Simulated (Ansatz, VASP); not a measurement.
## Ta2H: VASP beside Ansatz

```
Ta H
1.0
     3.31551   -0.00455    0.00000
    -0.00455    3.29227    0.00000
     0.00000    0.00000    3.54542
Ta H
2 1
Direct
  0.50000 0.00000 0.73156
  0.00000 0.50000 0.25688
  0.00000 0.00000 0.01156
```

Alike in both runs: task single point; functional PBEsol; k mesh 12 × 12 × 10; occupations gaussian, width 0.1 eV; no spin polarisation.

|  | VASP | Ansatz |
| --- | --- | --- |
| version | VASP 6.6.1 | Ansatz 0.2.0 |
| potentials or method | VASP PAW PBE potentials, release 64 (Ta_pv, H), cutoff 520 eV | scalar-relativistic, plane waves, PAW |
| valence electrons in the cell | 23 | 27 |

```csv
,VASP,Ansatz,Ansatz less VASP
gap on the k mesh at the Fermi level (eV),none,none,-
pressure (GPa),-2.6,-2.7,-0.14
"traceless stress, the component that is largest in VASP (GPa)",-5.48,-5.46,+0.020
rms of the force components (eV/Å),0.159,0.159,+0.0003
```

VASP's potentials were made for PBE, not for PBEsol. Atom by atom the forces differ by 0.006 eV/Å (rms over components). A gap of «none» marks a metal or a gap that the smearing closes. VASP's potentials hold 23 valence electrons a cell and Ansatz's 27, so a difference there can come from the potentials and not from the codes.

Spin-orbit coupling is off throughout.
